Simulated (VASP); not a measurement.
# Hf (Fm-3m) in VASP: notebook

Hf is run at these levels: BLYP; tasks: single point.

All numbers are computed with VASP 6.6.1; they aren't measurements. Logs are shortened: lines on timing, memory, paths and dates and some standing lists are left out, and cuts for length are marked.

**1. The cell of the first run**

It takes space group Fm-3m (No. 225, cubic). Conventional cell: a = 4.526 Å, b = 4.526 Å, c = 4.526 Å, α = 90.00°, β = 90.00°, γ = 90.00°. Within 4.2 Å of Hf (site symmetry m-3m) lie 12 Hf at 3.20 Å.

**2. Single point, BLYP**

INCAR

```
PREC     = Accurate       # precision mode
ENCUT    = 520            # plane-wave cutoff, eV
EDIFF    = 1E-6           # SCF threshold, eV
ISMEAR   = -1             # smearing method
SIGMA    = 0.1            # smearing width, eV
LREAL    = F              # projectors in reciprocal space
LASPH    = T              # aspherical terms in the spheres
NELM     = 100            # most SCF steps
ALGO     = Normal         # electronic algorithm
ISIF     = 2              # what is computed and relaxed
LWAVE    = F              # write WAVECAR
LCHARG   = F              # write CHGCAR
GGA      = B5             # functional
ALDAX    = 1.0          
AGGAX    = 1.0          
AGGAC    = 1.0          
ALDAC    = 0.0          
NBANDS   = 11             # bands
```

KPOINTS

```
Automatic mesh
0
Gamma
  12 12 12
```

POSCAR

```
Hf
1.0
    0.0000000000      2.2627500233      2.2627500233
    2.2627500233      0.0000000000      2.2627500233
    2.2627500233      2.2627500233      0.0000000000
Hf
1
Direct
    0.0000000000      0.0000000000      0.0000000000
```

Potentials or basis: VASP PAW PBE potentials, release 64 (Hf_pv).

Run with:

```console
> cat potpaw_PBE.64/Hf_pv/POTCAR > POTCAR
> mpirun -np 1 vasp_std > vasp.out
```

OUTCAR:

```text
PREC = Accurate
   ENCUT = 520
   EDIFF = 1E-6
   ISMEAR = -1
   LREAL = F
   LASPH = T
   NELM = 100
   ISIF = 2
   GGA = B5

 ion  position               nearest neighbor table
   1  0.000  0.000  0.000-

  LATTYP: Found a face centered cubic cell.
 ALAT       =     4.5255000466

  Lattice vectors:

 A1 = (   0.0000000000,   2.2627500233,   2.2627500233)
 A2 = (   2.2627500233,   0.0000000000,   2.2627500233)
 A3 = (   2.2627500233,   2.2627500233,   0.0000000000)

Analysis of symmetry for initial positions (statically):
=====================================================================
 Subroutine PRICEL returns:
 Original cell was already a primitive cell.

 Routine SETGRP: Setting up the symmetry group for a
 face centered cubic supercell.

 Subroutine GETGRP returns: Found 48 space group operations
 (whereof 48 operations were pure point group operations)
 out of a pool of 48 trial point group operations.

The static configuration has the point symmetry O_h .

Analysis of symmetry for dynamics (positions and initial velocities):
=====================================================================
 Subroutine PRICEL returns:
 Original cell was already a primitive cell.

 Routine SETGRP: Setting up the symmetry group for a
 face centered cubic supercell.

 Subroutine GETGRP returns: Found 48 space group operations
 (whereof 48 operations were pure point group operations)
 out of a pool of 48 trial point group operations.

The dynamic configuration has the point symmetry O_h .

 Subroutine INISYM returns: Found 48 space group operations
 (whereof 48 operations are pure point group operations),
 and found     1 'primitive' translations

----------------------------------------------------------------------------------------

                                     Primitive cell

  volume of cell :      23.1707

  direct lattice vectors                    reciprocal lattice vectors
     0.000000000  2.262750023  2.262750023    -0.220970056  0.220970056  0.220970056
     2.262750023  0.000000000  2.262750023     0.220970056 -0.220970056  0.220970056
     2.262750023  2.262750023  0.000000000     0.220970056  0.220970056 -0.220970056

  length of vectors
     3.200011771  3.200011771  3.200011771     0.382731364  0.382731364  0.382731364

  position of ions in fractional coordinates (direct lattice)
     0.000000000  0.000000000  0.000000000

  ion indices of the primitive-cell ions
   primitive index   ion index
                 1           1

----------------------------------------------------------------------------------------

 KPOINTS: Automatic mesh

Automatic generation of k-mesh.
 Grid dimensions read from file:
 generate k-points for:   12   12   12

 Generating k-lattice:

  Cartesian coordinates                     Fractional coordinates (reciprocal lattice)
    -0.018414171  0.018414171  0.018414171     0.083333333  0.000000000  0.000000000
     0.018414171 -0.018414171  0.018414171     0.000000000  0.083333333  0.000000000
     0.018414171  0.018414171 -0.018414171     0.000000000  0.000000000  0.083333333

  Length of vectors
     0.031894280  0.031894280  0.031894280

  Shift w.r.t. Gamma in fractional coordinates (k-lattice)
     0.000000000  0.000000000  0.000000000

 Subroutine IBZKPT returns following result:
 ===========================================

 Found     72 irreducible k-points:

 Following reciprocal coordinates:
            Coordinates               Weight
  0.000000  0.000000  0.000000      1.000000
  0.083333  0.000000  0.000000      8.000000
  0.166667  0.000000  0.000000      8.000000
  0.250000  0.000000  0.000000      8.000000
  0.333333  0.000000  0.000000      8.000000
  0.416667  0.000000  0.000000      8.000000
[... 16 lines left out ...]
  0.500000  0.166667  0.000000     24.000000
 -0.416667  0.166667  0.000000     24.000000
 [... further k-points ...]
   k-points           NKPTS =     72   k-points in BZ     NKDIM =     72   number of bands    NBANDS=     11
   number of dos      NEDOS =    301   number of ions     NIONS =      1
   total plane-waves  NPLWV =  13824
   dimension x,y,z NGX =    24 NGY =   24 NGZ =   24
   dimension x,y,z NGXF=    48 NGYF=   48 NGZF=   48
   ions per type =               1
   NGX,Y,Z   is equivalent  to a cutoff of  12.47, 12.47, 12.47 a.u.
   NGXF,Y,Z  is equivalent  to a cutoff of  24.94, 24.94, 24.94 a.u.
 SYSTEM =  unknown system
   PREC   = accura    normal or accurate (medium, high low for compatibility)
   ISTART =      0    job   : 0-new  1-cont  2-samecut
   ICHARG =      2    charge: 1-file 2-atom 10-const
   ISPIN  =      1    spin polarized calculation?
   LNONCOLLINEAR =      F non collinear calculations
   LSORBIT =      F    spin-orbit coupling
   LASPH  =      T    aspherical Exc in radial PAW
   ENCUT  =  520.0 eV  38.22 Ry    6.18 a.u.   5.95  5.95  5.95*2*pi/ulx,y,z
   NELM   =    100;   NELMIN=  2; NELMDL= -5     # of ELM steps
   EDIFF  = 0.1E-05   stopping-criterion for ELM
   LREAL  =      F    real-space projection
   EDIFFG = 0.1E-04   stopping-criterion for IOM
   NSW    =      0    number of steps for IOM
   IBRION =     -1    ionic relax: 0-MD 1-quasi-New 2-CG
   NFREE  =      0    steps in history (QN), initial steepest desc. (CG)
   ISIF   =      2    stress and relaxation
   ISYM   =      2    0-nonsym 1-usesym 2-fastsym
   POTIM  = 0.5000    time-step for ionic-motion
   TEBEG  =    0.0;   TEEND  =   0.0 temperature during run
   PSTRESS=    0.0 pullay stress
   NELECT =      10.0000    total number of electrons
   NUPDOWN=      -1.0000    fix difference up-down
   EMIN   =  10.00;   EMAX   =-10.00  energy-range for DOS
   EFERMI =   0.00;   METHOD = LEGACY
   ISMEAR =    -1;   SIGMA  =   0.10  broadening in eV -4-tet -1-fermi 0-gaus
   EFERMI_NEDOS =   21; number of points for ismear=-14 and -15
   IALGO  =     38    algorithm
   IMIX   =      4    mixing-type and parameters
     AMIX     =   0.40;   BMIX     =  1.00
     AMIX_MAG =   1.60;   BMIX_MAG =  1.00
  volume/ion in A,a.u.               =      23.17       156.36
  Fermi-wavevector in a.u.,A,eV,Ry     =   1.237167  2.337906 20.824828  1.530582
  Thomas-Fermi vector in A             =   2.371745
   LORBIT       =      0    0 simple, 1 ext, 2 COOP (PROOUT), +10 PAW based schemes
   GGA     = B5    functional components
   LHFCALC =     F    Hartree Fock is set to
   AEXX    =    0.0000 exact exchange contribution
   IVDW    =     0    specifies the selected vdW correction
   LEPSILON=     F    determine dielectric tensor
   LRPA    =     F    only Hartree local field effects (RPA)
 non-spin polarized calculation
  energy-cutoff  :      520.00
  volume of cell :       23.17
 maximum number of plane-waves:       636
   NGX = 11   NGY = 11   NGZ = 11

 number of electron      10.0000000 magnetization

 Free energy of the ion-electron system (eV)
  ---------------------------------------------------
  ext. energy  EPLUGINS =         0.00000000
  ---------------------------------------------------
  free energy    TOTEN  =        -8.57606433 eV

  energy without entropy =       -8.52381836  energy(sigma->0) =       -8.54994134

 E-fermi :   5.0368     XC(G=0): -10.5511

 val. band max:        5.0149197500   @ k =  -0.3333   0.2500   0.0000
 cond. band min:       5.0411910434   @ k =   0.4167   0.0833   0.0000
 fundamental gap:      0.0262712934
 Fermi energy:         5.0367902861

 k-point     1 :       0.0000    0.0000    0.0000
  band No.  band energies     occupation
      1     -25.0378      2.00000
      2     -25.0378      2.00000
      3     -25.0378      2.00000
      4      -1.9357      2.00000
      5       6.2977      0.00001
      6       6.2977      0.00001
      7       6.2977      0.00001
      8       8.9143      0.00000
      9       8.9143      0.00000
     10      16.3275      0.00000
     11      17.2814      0.00000

 k-point     2 :       0.0833    0.0000    0.0000
  band No.  band energies     occupation
      1     -25.0897      2.00000
      2     -25.0445      2.00000
      3     -25.0445      2.00000
      4      -1.7025      2.00000
      5       6.0759      0.00006
      6       6.4067      0.00000
      7       6.4067      0.00000
      8       8.8052      0.00000
      9       8.8052      0.00000
     10      16.8308      0.00000
     11      17.2804      0.00000

 k-point     3 :       0.1667    0.0000    0.0000
  band No.  band energies     occupation
      1     -25.2291      2.00000
      2     -25.0627      2.00000
      3     -25.0627      2.00000
      4      -1.0470      2.00000
      5       5.5791      0.00879
      6       6.6248      0.00000
      7       6.6248      0.00000
      8       8.6645      0.00000
      9       8.6645      0.00000
     10      17.2653      0.00000
     11      17.5292      0.00000

 k-point     4 :       0.2500    0.0000    0.0000
  band No.  band energies     occupation
      1     -25.4144      2.00000
      2     -25.0874      2.00000
      3     -25.0874      2.00000
      4      -0.1159      2.00000
      5       5.1330      0.55289
      6       6.6431      0.00000
      7       6.6431      0.00000
      8       8.9328      0.00000
      9       8.9328      0.00000
     10      16.3343      0.00000
     11      17.2885      0.00000
[... 239 lines left out ...]
 k-point    22 :       0.4167    0.1667    0.0000
  band No.  band energies     occupation
      1     -25.6195      2.00000
      2     -25.2076      2.00000
      3     -25.1781      2.00000
      4       1.7438      2.00000
      5       4.4410      1.99484
      6       5.5937      0.00760
      7       7.1147      0.00000
      8      10.0169      0.00000
      9      10.8127      0.00000
     10      15.1109      0.00000
     11      17.2955      0.00000

 k-point    23 :       0.5000    0.1667    0.0000
  band No.  band energies     occupation
      1     -25.6952      2.00000
      2     -25.2466      2.00000
      3     -25.1783      2.00000
      4       2.2144      2.00000
      5       4.5850      1.97842
      6       5.6355      0.00501
      7       6.8937      0.00000
      8      10.9860      0.00000
      9      11.2664      0.00000
     10      13.4771      0.00000
     11      17.2931      0.00000

 k-point    24 :      -0.4167    0.1667    0.0000
  band No.  band energies     occupation
      1     -25.7014      2.00000
      2     -25.2708      2.00000
      3     -25.1633      2.00000
      4       2.3079      2.00000
      5       4.7072      1.92856
      6       5.6606      0.00390
      7       6.7952      0.00000
      8      10.3881      0.00000
      9      11.7455      0.00000
     10      13.5228      0.00000
     11      17.2940      0.00000

 [... further k-points ...]

------------------------ aborting loop because EDIFF is reached ----------------------------------------

  FORCE on cell =-STRESS in cart. coord.  units (eV):
  Direction    XX          YY          ZZ          XY          YZ          ZX
  --------------------------------------------------------------------------------------
  -------------------------------------------------------------------------------------
  Total       -0.0040159     -0.0040159     -0.0040159      0.0000000     -0.0000000     -0.0000000
  in kB       -0.2776842     -0.2776842     -0.2776842      0.0000000     -0.0000000     -0.0000000
  external PRESSURE =      -0.2776842 kB  Pullay stress =       0.0000000 kB

 VOLUME and BASIS-vectors are now :
 -----------------------------------------------------------------------------
  energy-cutoff  :      520.00
  volume of cell :       23.17
      direct lattice vectors                 reciprocal lattice vectors
     0.000000000  2.262750023  2.262750023    -0.220970056  0.220970056  0.220970056
     2.262750023  0.000000000  2.262750023     0.220970056 -0.220970056  0.220970056
     2.262750023  2.262750023  0.000000000     0.220970056  0.220970056 -0.220970056

 POSITION                                       TOTAL-FORCE (eV/Angst)
 -----------------------------------------------------------------------------------
      0.00000      0.00000      0.00000        -0.000000     -0.000000     -0.000000
 -----------------------------------------------------------------------------------
    total drift:                               -0.000000      0.000000     -0.000000

  FREE ENERGIE OF THE ION-ELECTRON SYSTEM (eV)
  ---------------------------------------------------
  free  energy   TOTEN  =        -8.5760643256 eV

  energy  without entropy=       -8.5238183603  energy(sigma->0) =       -8.54994134
```

Run time: 7.3 s. Hardware: 1 thread of Intel Xeon 6975P-C (Granite Rapids), shared host; peak memory 0.14 GiB.

Results:

* Free energy: -8.5761 eV
* Pressure: 0.0 GPa
* Band gap on the k mesh: zero (band 5 reaches 6.30 eV, above the bottom of band 6 at 4.64 eV)

Levels at points of the mesh, in eV from the Fermi level:
| k point | band 2 | band 3 | band 4 | band 5 | band 6 | band 7 | band 8 | band 9 |
| --- | --- | --- | --- | --- | --- | --- | --- | --- |
| (0.00, 0.00, 0.00) | -30.07 | -30.07 | -6.97 | 1.26 | 1.26 | 1.26 | 3.88 | 3.88 |
| (0.50, 0.00, 0.00) | -30.17 | -30.17 | -3.53 | 0.68 | 1.07 | 1.07 | 5.87 | 5.87 |
| (0.50, 0.50, 0.00) | -30.34 | -30.34 | -3.09 | -2.08 | 2.52 | 5.87 | 6.45 | 6.45 |

Caveat: the PAW data sets were made with another functional, which shifts forces and pressure a little; spin-orbit coupling is left out, which moves the levels of the heavy elements.

**3. Single point, BLYP (volume scaled by 0.88)**

INCAR

```
SYSTEM = Hf
  PREC = Accurate
  ENCUT = 520
  EDIFF = 1E-6
  ISMEAR = -1
  SIGMA = 0.1
  LREAL = .False.
  LASPH = .True.
  NELM = 60
  ALGO = Normal
  ISIF = 2
  LWAVE = .False.
  LCHARG = .False.
  GGA = B5
  ALDAX = 1.0
  AGGAX = 1.0
  AGGAC = 1.0
  ALDAC = 0.0
  NBANDS = 11
```

KPOINTS

```
regular mesh
0
Gamma
  14 14 14
  0 0 0
```

POSCAR

```
Hf
1.0
    0.0000000000      2.1683570786      2.1683570786
    2.1683570786      0.0000000000      2.1683570786
    2.1683570786      2.1683570786      0.0000000000
Hf
1
Direct
    0.0000000000      0.0000000000      0.0000000000
```

Potentials or basis: VASP PAW PBE potentials, release 64 (Hf_pv).

Run with:

```console
> cat potpaw_PBE.64/Hf_pv/POTCAR > POTCAR
> mpirun -np 1 vasp_std > vasp.out
```

It took 8.9 s on 1 thread of Intel Xeon 6975P-C (Granite Rapids), shared host; peak memory 0.15 GiB.

The run converged. Its results:

```yaml
Free_energy: -8.4536 eV
Pressure: 15.6 GPa
Band_gap_on_the_k_mesh: zero (band 5 reaches 7.27 eV, above the bottom of band 6 at 5.20 eV)
```

Levels at points of the mesh, in eV from the Fermi level:
```csv
k point,band 1,band 2,band 3,band 4,band 5,band 6,band 7,band 8,band 9,band 10
"(0.00, 0.00, 0.00)",-29.62,-29.62,-29.62,-7.37,1.32,1.32,1.32,4.40,4.40,11.74
"(0.50, 0.00, 0.00)",-30.74,-29.77,-29.77,-3.89,1.07,1.07,1.15,6.78,6.78,10.48
"(0.50, 0.50, 0.00)",-30.67,-30.02,-30.02,-3.63,-2.54,3.27,6.79,7.49,7.49,10.92
```

Caveat: the PAW data sets were made with another functional, which shifts forces and pressure a little; spin-orbit coupling is left out, which moves the levels of the heavy elements.

**4. Single point, BLYP (volume scaled by 0.92)**

INCAR

```
SYSTEM = Hf
AGGAC = 1.0 ; AGGAX = 1.0
ALDAC = 0.0 ; ALDAX = 1.0
ALGO = Normal ; EDIFF = 1E-6
ENCUT = 520 ; GGA = B5
ISIF = 2 ; ISMEAR = -1
LASPH = .True. ; LCHARG = .False.
LREAL = .False. ; LWAVE = .False.
NBANDS = 11 ; NELM = 60
PREC = Accurate ; SIGMA = 0.1
```

KPOINTS

```
k-points
0
Gamma
  14 14 14
  0 0 0
```

POSCAR

```
Hf
1.0
    0.0000000000      2.2007253891      2.2007253891
    2.2007253891      0.0000000000      2.2007253891
    2.2007253891      2.2007253891      0.0000000000
Hf
1
Direct
    0.0000000000      0.0000000000      0.0000000000
```

Potentials or basis: VASP PAW PBE potentials, release 64 (Hf_pv).

Run with:

```console
> cat potpaw_PBE.64/Hf_pv/POTCAR > POTCAR
> mpirun -np 1 vasp_std > vasp.out
```

OUTCAR:

```text
SYSTEM = Hf
   EDIFF = 1E-6
   ENCUT = 520
   GGA = B5
   ISIF = 2
   ISMEAR = -1
   LASPH = .True.
   LREAL = .False.
   NELM = 60
   PREC = Accurate

 ion  position               nearest neighbor table
   1  0.000  0.000  0.000-

  LATTYP: Found a face centered cubic cell.
 ALAT       =     4.4014507782

  Lattice vectors:

 A1 = (   0.0000000000,   2.2007253891,   2.2007253891)
 A2 = (   2.2007253891,   0.0000000000,   2.2007253891)
[... 514 lines left out ...]
     11      18.8394      0.00000

 [... further k-points ...]

------------------------ aborting loop because EDIFF is reached ----------------------------------------

  FORCE on cell =-STRESS in cart. coord.  units (eV):
  Direction    XX          YY          ZZ          XY          YZ          ZX
  --------------------------------------------------------------------------------------
  -------------------------------------------------------------------------------------
  Total        1.2523688      1.2523688      1.2523688      0.0000000     -0.0000000     -0.0000000
  in kB       94.1272244     94.1272244     94.1272244      0.0000000     -0.0000000     -0.0000000
  external PRESSURE =      94.1272244 kB  Pullay stress =       0.0000000 kB

 VOLUME and BASIS-vectors are now :
 -----------------------------------------------------------------------------
  energy-cutoff  :      520.00
  volume of cell :       21.32
      direct lattice vectors                 reciprocal lattice vectors
     0.000000000  2.200725389  2.200725389    -0.227197815  0.227197815  0.227197815
     2.200725389  0.000000000  2.200725389     0.227197815 -0.227197815  0.227197815
     2.200725389  2.200725389  0.000000000     0.227197815  0.227197815 -0.227197815

 POSITION                                       TOTAL-FORCE (eV/Angst)
 -----------------------------------------------------------------------------------
      0.00000      0.00000      0.00000         0.000000     -0.000000      0.000000
 -----------------------------------------------------------------------------------
    total drift:                               -0.000000      0.000000      0.000000

  FREE ENERGIE OF THE ION-ELECTRON SYSTEM (eV)
  ---------------------------------------------------
  free  energy   TOTEN  =        -8.5254216526 eV

  energy  without entropy=       -8.4782692609  energy(sigma->0) =       -8.50184546
```

It took 9.9 s on 1 thread of Intel Xeon 6975P-C (Granite Rapids), shared host; peak memory 0.15 GiB.

What came out:

```
Free energy            : -8.5254 eV
Pressure               : 9.4 GPa
Band gap on the k mesh : zero (band 5 reaches 6.93 eV, above the bottom of band 6 at 4.91 eV)
```

Caveat: the PAW data sets were made with another functional, which shifts forces and pressure a little; spin-orbit coupling is left out, which moves the levels of the heavy elements.

(Part 1 of 2 ends here.)
